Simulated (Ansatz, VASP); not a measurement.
**Two plane-wave programs on C**

```
C
1.0
     0.00000    1.81835    1.81835
     1.81835    0.00000    1.81835
     1.81835    1.81835    0.00000
C
2
Direct
  0.75000 0.75000 0.75000
  0.50000 0.50000 0.50000
```

Alike in both runs: task single point; functional revPBE; k mesh 13 × 13 × 13; occupations fermi-dirac, width 0.05 eV; no spin polarisation.

|  | VASP | Ansatz |
| --- | --- | --- |
| version | VASP 6.6.1 | Ansatz 0.2.0 |
| potentials or method | VASP PAW PBE potentials, release 64 (C) | Ansatz PAW |
| plane-wave cutoff (eV) | 520 | 420 |
| valence electrons in the cell | 8 | 8 |

Ansatz gave:

* gap on the k mesh at the Fermi level (eV): 4.03
* least direct gap on the mesh (eV): 5.44
* pressure (GPa): -16.9

Problem. What did VASP give for the same quantities?

Solution. gap on the k mesh at the Fermi level (eV): 4.01; least direct gap on the mesh (eV): 5.43; pressure (GPa): -16.5.

VASP's potentials were made for PBE, not for revPBE.

Noted on Ansatz's run: odd divisions of the mesh miss points on the zone boundary, where band edges often lie, so the gap on the mesh can be too wide.
